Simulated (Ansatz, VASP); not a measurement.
C: VASP beside Ansatz

INCAR

```
PREC = Accurate
ENCUT = 520
EDIFF = 1E-7
ISMEAR = 0
SIGMA = 0.15
LREAL = F
LASPH = T
NELM = 100
ALGO = Normal
ISIF = 2
LWAVE = F
LCHARG = F
GGA = PS
NBANDS = 16
```

Contents of KPOINTS:

```
regular mesh
0
Gamma
  18 18 6
```

POSCAR

```
C
1.0
    1.1434113954     -2.1290849524      0.0000000000
    1.1434113954      2.1290849524      0.0000000000
    0.0000000000      0.0000000000      7.3778182888
C
4
Direct
    0.0833216498      0.9166783502      0.7498439858
    0.5833216498      0.4166783502      0.2501560142
    0.9166783502      0.0833216498      0.2501560142
    0.4166783502      0.5833216498      0.7498439858
```

Input for Ansatz:

```yaml
crystal:
  lattice:
    - [1.1434113954, -2.1290849524, 0.0]
    - [1.1434113954, 2.1290849524, 0.0]
    - [0.0, 0.0, 7.3778182888]
  atoms:
    - { symbol: C, position: [0.0833216498, 0.9166783502, 0.7498439858] }
    - { symbol: C, position: [0.5833216498, 0.4166783502, 0.2501560142] }
    - { symbol: C, position: [0.9166783502, 0.0833216498, 0.2501560142] }
    - { symbol: C, position: [0.4166783502, 0.5833216498, 0.7498439858] }
basis:
  ecutwfc: 520.0
kpoints:
  mp_grid: { grid: [18, 18, 6] }
hamiltonian:
  xc: pbesol
  pseudopotentials: { kind: paw, azcp: { folder: soft_1 } }
scf:
  occupations: { method: gaussian, width: 0.15 }
output:
  forces: true
  stress: true
  eigenvalues: true
```

Change from the starting cell: normal strain along x -0.0700, normal strain along y +0.0000.

Alike in both runs: task single point; functional PBEsol; k mesh 18 × 18 × 6; occupations gaussian, width 0.15 eV; no spin polarisation.

|  | VASP | Ansatz |
| --- | --- | --- |
| version | VASP 6.6.1 | Ansatz 0.2.0 |
| potentials or method | VASP PAW PBE potentials, release 64 (C), cutoff 520 eV | scalar-relativistic, plane waves, PAW |
| valence electrons in the cell | 16 | 16 |

|  | VASP | Ansatz | Ansatz less VASP |
| --- | --- | --- | --- |
| gap on the k mesh at the Fermi level (eV) | 0.55 | 0.55 | 0.000 |
| least direct gap on the mesh (eV) | 0.56 | 0.55 | -0.002 |
| pressure (GPa) | 34.5 | 33.7 | -0.74 |
| traceless stress, the component that is largest in VASP (GPa) | 53.23 | 52.69 | -0.543 |
| rms of the force components (eV/Å) | 0.854 | 0.844 | -0.0095 |

VASP's potentials were made for PBE, not for PBEsol, and Ansatz warns of the same on its side. Atom by atom the forces differ by 0.009 eV/Å (rms over components). Both programs put the cell under a high pressure, so it lies far from rest at this level. With one functional, cell and mesh, what is left measures potentials, basis and numerics.
